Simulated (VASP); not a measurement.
Input of a VASP 6.6.1 run:

The input POSCAR:

```
CsH
1.0
    0.0000000000      3.1880000000      3.1880000000
    3.1880000000      0.0000000000      3.1880000000
    3.1880000000      3.1880000000      0.0000000000
Cs H
1 1
Direct
   -0.0313676286      0.0313676286     -0.0313676286
    0.5000000000      0.5000000000      0.5000000000
```

File INCAR.step1:

```
SYSTEM = CsH
ALGO = Normal
EDIFF = 1E-4
ENCUT = 520
GGA = PE
ISMEAR = 0
LASPH = .TRUE.
LCHARG = .FALSE.
LREAL = .FALSE.
LWAVE = .TRUE.
NBANDS = 12
NELM = 100
PREC = Accurate
SIGMA = 0.05
```

INCAR.step2

```
SYSTEM = CsH
ALGO = Normal
EDIFF = 1E-6
ENCUT = 520
ISIF = 2
ISMEAR = 0
ISTART = 1
LASPH = .TRUE.
LCHARG = .FALSE.
LMIXTAU = .TRUE.
LREAL = .FALSE.
LWAVE = .FALSE.
METAGGA = R2SCAN
NBANDS = 12
NELM = 100
PREC = Accurate
SIGMA = 0.05
```

The input KPOINTS:

```
k-points
0
G
  6 6 6
  0 0 0
```

Potentials or basis: VASP PAW PBE potentials, release 64 (Cs_sv, H).

Launch:

```console
$ cat potpaw_PBE.64/Cs_sv/POTCAR potpaw_PBE.64/H/POTCAR > POTCAR
$ cp INCAR.step1 INCAR
$ mpirun -np 1 vasp_std > vasp.out
$ cp INCAR.step2 INCAR
$ mpirun -np 1 vasp_std > vasp.out
```

(1) Predict the band gap on the k mesh.

(2) Estimate the largest force.

(3) Estimate the pressure.

Answers

(1) 2.70 eV, direct.

(2) 0.133 eV/Å.

(3) 0.1 GPa.

Caveat: the cell differs from its parent crystal (all Cs atoms moved -0.200 Å, as atom 1 along Cartesian [0 1 0]); the PAW data sets were made with another functional, which shifts forces and pressure a little; spin-orbit coupling is left out, which moves the levels of the heavy elements.
